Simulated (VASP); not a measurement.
AlN, 8 atoms in the cell. It takes space group P2_1 (No. 4, monoclinic). The conventional cell has a = 3.114 Å, b = 4.983 Å, c = 3.114 Å, α = 90.00°, β = 120.00°, γ = 90.00°. Al (site symmetry 1) has 4 N at 1.88 to 1.91 Å within 2.5 Å. Within 2.5 Å of N (site symmetry 1) lie 4 Al at 1.88 to 1.91 Å.  This cell differs from its parent crystal: atoms displaced along several vibrational modes.

- Program: VASP 6.6.1
- Task: single point
- Functional: PBEsol
- Potentials or basis: VASP PAW PBE potentials, release 64 (Al, N)
- Cutoff: 520 eV
- k mesh: 8 × 8 × 8
- Occupations: gaussian, width 0.05 eV
- Spin: no spin polarisation
- Dipole correction: no
- Further INCAR settings: ALGO = Normal; EDIFF = 1e-06; NBANDS = 26

Potentials or basis: VASP PAW PBE potentials, release 64 (Al, N).

Run with:

```sh
$ cat potpaw_PBE.64/Al/POTCAR potpaw_PBE.64/N/POTCAR > POTCAR
$ mpirun -np 1 vasp_std > vasp.out
```

Hardware: 1 thread of AMD EPYC 9R45 96-Core Processor (Zen 5) (shared host).

Problem. How long does it take, and how much memory?

Solution. It took 3.1 min on 1 thread of AMD EPYC 9R45 96-Core Processor (Zen 5) (shared host), peak memory 0.33 GiB. Counts: scf iterations 14, k points 150.
